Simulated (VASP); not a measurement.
# Ti (Fmmm) in VASP: notebook, part 2 of 2

VASP 6.6.1.

## (3) Single point, r2SCAN (strain +0.0450 x Voigt [1, -1, 0, 0, 0, 0])

POSCAR reads:

```
Ti
1.0
    0.0000000000      1.9386500000      2.0300000000
    2.1213500000      0.0000000000      2.0300000000
    2.1213500000      1.9386500000      0.0000000000
Ti
1
Direct
    0.0000000000      0.0000000000      0.0000000000
```

INCAR.step1 reads:

```
SYSTEM = Ti
PREC     = Accurate       ! precision mode
ENCUT    = 520            ! plane-wave cutoff, eV
ISMEAR   = 0              ! smearing method
SIGMA    = 0.15           ! smearing width, eV
LREAL    = .False.        ! projectors in reciprocal space
LASPH    = .True.         ! aspherical terms in the spheres
NELM     = 100            ! most SCF steps
NBANDS   = 12             ! bands
GGA      = PE             ! functional
ALGO     = Normal         ! electronic algorithm
EDIFF    = 1E-4           ! SCF threshold, eV
LWAVE    = .True.         ! write WAVECAR
LCHARG   = .False.        ! write CHGCAR
```

INCAR.step2 reads:

```
SYSTEM = Ti
PREC     = Accurate       ! precision mode
ENCUT    = 520            ! plane-wave cutoff, eV
EDIFF    = 1E-7           ! SCF threshold, eV
ISMEAR   = 0              ! smearing method
SIGMA    = 0.15           ! smearing width, eV
LREAL    = .False.        ! projectors in reciprocal space
LASPH    = .True.         ! aspherical terms in the spheres
NELM     = 100            ! most SCF steps
ALGO     = Normal         ! electronic algorithm
ISIF     = 2              ! what is computed and relaxed
LWAVE    = .False.        ! write WAVECAR
LCHARG   = .False.        ! write CHGCAR
METAGGA  = R2SCAN         ! meta-GGA
LMIXTAU  = .True.       
NBANDS   = 12             ! bands
ISTART   = 1
```

KPOINTS reads:

```
Automatic mesh
0
Gamma
  20 20 20
  0 0 0
```

Potentials or basis: VASP PAW PBE potentials, release 64 (Ti_sv).

On the command line:

```sh
> cat potpaw_PBE.64/Ti_sv/POTCAR > POTCAR
> cp INCAR.step1 INCAR
> mpirun -np 1 vasp_std > vasp.out
> cp INCAR.step2 INCAR
> mpirun -np 1 vasp_std > vasp.out
```

OUTCAR:

```text
SYSTEM = Ti
   PREC = Accurate
   ENCUT = 520
   EDIFF = 1E-7
   ISMEAR = 0
   LREAL = .False.
   LASPH = .True.
   NELM = 100
   ISIF = 2
   METAGGA = R2SCAN
   ISTART = 1

 ion  position               nearest neighbor table
   1  0.000  0.000  0.000-

  LATTYP: Found a face centered orthorhombic cell.
 ALAT       =     3.8773000000
 B/A-ratio  =     1.0471204188
 C/A-ratio  =     1.0942408377

  Lattice vectors:

 A1 = (  -2.1213500000,   0.0000000000,  -2.0300000000)
 A2 = (  -2.1213500000,   1.9386500000,   0.0000000000)
 A3 = (   0.0000000000,   1.9386500000,  -2.0300000000)

Analysis of symmetry for initial positions (statically):
=====================================================================
 Subroutine PRICEL returns:
 Original cell was already a primitive cell.

 Routine SETGRP: Setting up the symmetry group for a
 face centered orthorhombic supercell.

 Subroutine GETGRP returns: Found  8 space group operations
 (whereof  8 operations were pure point group operations)
 out of a pool of  8 trial point group operations.

The static configuration has the point symmetry D_2h.

Analysis of symmetry for dynamics (positions and initial velocities):
=====================================================================
 Subroutine PRICEL returns:
 Original cell was already a primitive cell.

 Routine SETGRP: Setting up the symmetry group for a
 face centered orthorhombic supercell.

 Subroutine GETGRP returns: Found  8 space group operations
 (whereof  8 operations were pure point group operations)
 out of a pool of  8 trial point group operations.

The dynamic configuration has the point symmetry D_2h.

 Subroutine INISYM returns: Found  8 space group operations
 (whereof  8 operations are pure point group operations),
 and found     1 'primitive' translations

----------------------------------------------------------------------------------------

                                     Primitive cell

  volume of cell :      16.6970

  direct lattice vectors                    reciprocal lattice vectors
     0.000000000  1.938650000  2.030000000    -0.235698965  0.257911433  0.246305419
     2.121350000  0.000000000  2.030000000     0.235698965 -0.257911433  0.246305419
     2.121350000  1.938650000  0.000000000     0.235698965  0.257911433 -0.246305419

  length of vectors
     2.807002640  2.936158344  2.873758801     0.427479437  0.427479437  0.427479437

  position of ions in fractional coordinates (direct lattice)
     0.000000000  0.000000000  0.000000000

  ion indices of the primitive-cell ions
   primitive index   ion index
                 1           1

----------------------------------------------------------------------------------------

 KPOINTS: Automatic mesh

Automatic generation of k-mesh.
 Grid dimensions read from file:
 generate k-points for:   20   20   20

 Generating k-lattice:

  Cartesian coordinates                     Fractional coordinates (reciprocal lattice)
    -0.011784948  0.012895572  0.012315271     0.050000000  0.000000000  0.000000000
     0.011784948 -0.012895572  0.012315271     0.000000000  0.050000000  0.000000000
     0.011784948  0.012895572 -0.012315271     0.000000000  0.000000000  0.050000000

  Length of vectors
     0.021373972  0.021373972  0.021373972

  Shift w.r.t. Gamma in fractional coordinates (k-lattice)
     0.000000000  0.000000000  0.000000000

 Subroutine IBZKPT returns following result:
 ===========================================

 Found   1166 irreducible k-points:

 Following reciprocal coordinates:
            Coordinates               Weight
  0.000000  0.000000  0.000000      1.000000
  0.050000 -0.000000 -0.000000      8.000000
  0.100000 -0.000000  0.000000      8.000000
  0.150000 -0.000000  0.000000      8.000000
  0.200000 -0.000000  0.000000      8.000000
  0.250000 -0.000000  0.000000      8.000000
[... 16 lines left out ...]
 -0.400000  0.050000  0.000000      8.000000
 -0.350000  0.050000  0.000000      8.000000
 [... further k-points ...]
   k-points           NKPTS =   1166   k-points in BZ     NKDIM =   1166   number of bands    NBANDS=     12
   number of dos      NEDOS =    301   number of ions     NIONS =      1
   total plane-waves  NPLWV =  13824
   dimension x,y,z NGX =    24 NGY =   24 NGZ =   24
   dimension x,y,z NGXF=    48 NGYF=   48 NGZF=   48
   ions per type =               1
   NGX,Y,Z   is equivalent  to a cutoff of  14.21, 13.59, 13.88 a.u.
   NGXF,Y,Z  is equivalent  to a cutoff of  28.43, 27.18, 27.77 a.u.
 SYSTEM =  Ti
   PREC   = accura    normal or accurate (medium, high low for compatibility)
   ISTART =      1    job   : 0-new  1-cont  2-samecut
   ICHARG =      0    charge: 1-file 2-atom 10-const
   ISPIN  =      1    spin polarized calculation?
   LNONCOLLINEAR =      F non collinear calculations
   LSORBIT =      F    spin-orbit coupling
   LASPH  =      T    aspherical Exc in radial PAW
   ENCUT  =  520.0 eV  38.22 Ry    6.18 a.u.   5.22  5.46  5.34*2*pi/ulx,y,z
   NELM   =    100;   NELMIN=  2; NELMDL=  0     # of ELM steps
   EDIFF  = 0.1E-06   stopping-criterion for ELM
   LREAL  =      F    real-space projection
   EDIFFG = 0.1E-05   stopping-criterion for IOM
   NSW    =      0    number of steps for IOM
   IBRION =     -1    ionic relax: 0-MD 1-quasi-New 2-CG
   NFREE  =      0    steps in history (QN), initial steepest desc. (CG)
   ISIF   =      2    stress and relaxation
   ISYM   =      2    0-nonsym 1-usesym 2-fastsym
   POTIM  = 0.5000    time-step for ionic-motion
   TEBEG  =    0.0;   TEEND  =   0.0 temperature during run
   PSTRESS=    0.0 pullay stress
   NELECT =      12.0000    total number of electrons
   NUPDOWN=      -1.0000    fix difference up-down
   EMIN   =  10.00;   EMAX   =-10.00  energy-range for DOS
   EFERMI =   0.00;   METHOD = LEGACY
   ISMEAR =     0;   SIGMA  =   0.15  broadening in eV -4-tet -1-fermi 0-gaus
   EFERMI_NEDOS =   21; number of points for ismear=-14 and -15
   IALGO  =     38    algorithm
   IMIX   =      4    mixing-type and parameters
     AMIX     =   0.40;   BMIX     =  1.00
     AMIX_MAG =   1.60;   BMIX_MAG =  1.00
  volume/ion in A,a.u.               =      16.70       112.68
  Fermi-wavevector in a.u.,A,eV,Ry     =   1.466412  2.771117 29.257478  2.150364
  Thomas-Fermi vector in A             =   2.582153
   LORBIT       =      0    0 simple, 1 ext, 2 COOP (PROOUT), +10 PAW based schemes
   METAGGA = R2SCAN    functional components
   LHFCALC =     F    Hartree Fock is set to
   AEXX    =    0.0000 exact exchange contribution
   IVDW    =     0    specifies the selected vdW correction
   LEPSILON=     F    determine dielectric tensor
   LRPA    =     F    only Hartree local field effects (RPA)
 non-spin polarized calculation
 Gauss-broadening in eV      SIGMA  =   0.15
  energy-cutoff  :      520.00
  volume of cell :       16.70
 maximum number of plane-waves:       463
 NGX is ok and might be reduce to    24
   NGX = 11   NGY = 11   NGZ = 11

 number of electron      12.0000002 magnetization

 Free energy of the ion-electron system (eV)
  ---------------------------------------------------
  ext. energy  EPLUGINS =         0.00000000
  ---------------------------------------------------
  free energy    TOTEN  =       -12.87004409 eV

  energy without entropy =      -12.85166548  energy(sigma->0) =      -12.86085479

 E-fermi :   8.6486     XC(G=0): -12.6134

 val. band max:        8.6485889414   @ k =   0.3000   0.0500   0.0500
 cond. band min:       8.6498775791   @ k =  -0.3000   0.2500   0.1000
 fundamental gap:      0.0012886377
 Fermi energy:         8.6486196580

 k-point     1 :       0.0000    0.0000    0.0000
  band No.  band energies     occupation
      1     -50.3123      2.00000
      2     -25.0699      2.00000
      3     -25.0655      2.00000
      4     -25.0640      2.00000
      5       2.1100      2.00000
      6       9.3461      0.00000
      7       9.7429      0.00000
      8      10.0731      0.00000
      9      11.1745      0.00000
     10      11.9062      0.00000
     11      24.7674      0.00000
     12      28.5749      0.00000
[... 331 lines left out ...]
 k-point    24 :      -0.3500    0.0500    0.0000
  band No.  band energies     occupation
      1     -50.1838      2.00000
      2     -25.7302      2.00000
      3     -25.1938      2.00000
      4     -25.1218      2.00000
      5       5.4418      2.00000
      6       8.6543      0.95744
      7       9.3984      0.00000
      8      10.1453      0.00000
      9      12.0526      0.00000
     10      12.5120      0.00000
     11      19.5056      0.00000
     12      24.4268      0.00000

 [... further k-points ...]

------------------------ aborting loop because EDIFF is reached ----------------------------------------

  FORCE on cell =-STRESS in cart. coord.  units (eV):
  Direction    XX          YY          ZZ          XY          YZ          ZX
  --------------------------------------------------------------------------------------
  -------------------------------------------------------------------------------------
  Total        0.3810768      0.6680847      0.5127469      0.0000000      0.0000000      0.0000000
  in kB       36.5666615     64.1068398     49.2012194      0.0000000      0.0000000      0.0000000
  external PRESSURE =      49.9582402 kB  Pullay stress =       0.0000000 kB

 VOLUME and BASIS-vectors are now :
 -----------------------------------------------------------------------------
  energy-cutoff  :      520.00
  volume of cell :       16.70
      direct lattice vectors                 reciprocal lattice vectors
     0.000000000  1.938650000  2.030000000    -0.235698965  0.257911433  0.246305419
     2.121350000  0.000000000  2.030000000     0.235698965 -0.257911433  0.246305419
     2.121350000  1.938650000  0.000000000     0.235698965  0.257911433 -0.246305419

 POSITION                                       TOTAL-FORCE (eV/Angst)
 -----------------------------------------------------------------------------------
      0.00000      0.00000      0.00000        -0.000000     -0.000000      0.000000
 -----------------------------------------------------------------------------------
    total drift:                                0.000000      0.000000     -0.000000

  FREE ENERGIE OF THE ION-ELECTRON SYSTEM (eV)
  ---------------------------------------------------
  free  energy   TOTEN  =       -12.8700440949 eV

  energy  without entropy=      -12.8516654811  energy(sigma->0) =      -12.86085479
```

Run time: 6 min. Hardware: 1 thread of Intel Xeon 6975P-C (Granite Rapids), shared host; peak memory 0.34 GiB.

What came out:

| Item | Value |
| --- | --- |
| Free energy | -12.8700 eV |
| Pressure | 5.0 GPa |
| Band gap on the k mesh | zero (bands 6 and 7 overlap by 1.56 eV) |

Stress tensor (GPa, compression positive):
```
3.66 0.00 0.00
0.00 6.41 0.00
0.00 0.00 4.92
```

Caveat: the cell differs from its parent crystal (strain +0.0450 x Voigt [1, -1, 0, 0, 0, 0]); the cell stands under pressure; the PAW data sets were made with another functional, which shifts forces and pressure a little.

## (4) Single point, r2SCAN (strain +0.0525 x Voigt [1, -1, 0, 0, 0, 0])

POSCAR reads:

```
Ti
1.0
    0.0000000000      1.9234250000      2.0300000000
    2.1365750000      0.0000000000      2.0300000000
    2.1365750000      1.9234250000      0.0000000000
Ti
1
Direct
    0.0000000000      0.0000000000      0.0000000000
```

INCAR.step1 reads:

```
PREC     = Accurate       # precision mode
ENCUT    = 520            # plane-wave cutoff, eV
ISMEAR   = 0              # smearing method
SIGMA    = 0.15           # smearing width, eV
LREAL    = False          # projectors in reciprocal space
LASPH    = True           # aspherical terms in the spheres
NELM     = 80             # most SCF steps
NBANDS   = 12             # bands
GGA      = PE             # functional
ALGO     = Normal         # electronic algorithm
EDIFF    = 1E-4           # SCF threshold, eV
LWAVE    = True           # write WAVECAR
LCHARG   = False          # write CHGCAR
```

INCAR.step2 reads:

```
PREC     = Accurate       # precision mode
ENCUT    = 520            # plane-wave cutoff, eV
EDIFF    = 1E-6           # SCF threshold, eV
ISMEAR   = 0              # smearing method
SIGMA    = 0.15           # smearing width, eV
LREAL    = False          # projectors in reciprocal space
LASPH    = True           # aspherical terms in the spheres
NELM     = 80             # most SCF steps
ALGO     = Normal         # electronic algorithm
ISIF     = 2              # what is computed and relaxed
LWAVE    = False          # write WAVECAR
LCHARG   = False          # write CHGCAR
METAGGA  = R2SCAN         # meta-GGA
LMIXTAU  = True         
NBANDS   = 12             # bands
ISTART   = 1
```

KPOINTS reads:

```
regular mesh
0
Gamma
  20 20 20
```

On the command line:

```sh
> cat potpaw_PBE.64/Ti_sv/POTCAR > POTCAR
> cp INCAR.step1 INCAR
> mpirun -np 1 vasp_std > vasp.out
> cp INCAR.step2 INCAR
> mpirun -np 1 vasp_std > vasp.out
```

Run time: 4.5 min. Hardware: 1 thread of Intel Xeon 6975P-C (Granite Rapids), shared host; peak memory 0.33 GiB.

It converged, with:

```
Free energy            : -12.8673 eV
Pressure               : 5.0 GPa
Band gap on the k mesh : zero (bands 6 and 7 overlap by 1.53 eV)
```

Stress tensor (GPa, compression positive):
```
3.52 0.00 0.00
0.00 6.64 0.00
0.00 0.00 4.93
```

Levels at points of the mesh, in eV from the Fermi level:
```csv
k point,band 2,band 3,band 4,band 5,band 6,band 7,band 8,band 9,band 10,band 11
"(0.00, 0.00, 0.00)",-33.71,-33.71,-33.71,-6.53,0.65,1.12,1.50,2.46,3.31,16.17
"(0.50, 0.00, 0.00)",-34.51,-33.85,-33.76,-2.78,0.55,0.60,1.41,3.84,4.20,9.08
"(0.50, 0.50, 0.00)",-34.47,-34.06,-33.90,-2.79,-1.77,3.02,3.93,3.98,4.59,11.50
"(0.50, 0.00, 0.50)",-34.44,-34.10,-34.00,-2.78,-2.03,4.06,4.10,4.20,4.48,11.65
"(0.00, 0.50, 0.50)",-34.44,-33.95,-33.89,-2.78,-1.69,2.01,4.09,4.12,4.39,10.60
```

Caveat: the cell differs from its parent crystal (strain +0.0525 x Voigt [1, -1, 0, 0, 0, 0]); the cell stands under pressure; the PAW data sets were made with another functional, which shifts forces and pressure a little.

## (5) Overview

```tsv
cell	gap on the mesh (eV)	pressure (GPa)
a = 2.958, b = 2.786, c = 2.876 Å, angles 63.0, 57.0, 60.0°, 1 atom	none	5.1
a = 2.807, b = 2.936, c = 2.874 Å, angles 57.8, 62.2, 60.0°, 1 atom	none	5.0
a = 2.797, b = 2.947, c = 2.875 Å, angles 57.4, 62.6, 60.0°, 1 atom	none	5.0
```

Alike in all rows: task single point; level r2SCAN; potentials or basis VASP PAW PBE potentials, release 64 (Ti_sv); no spin polarisation; k mesh 20 × 20 × 20; cutoff (eV) 520; smearing gaussian 0.15 eV.

Caveats: the cell stands under pressure; the PAW data sets were made with another functional, which shifts forces and pressure a little.

Absolute energies hang on the potentials; compare differences alone.
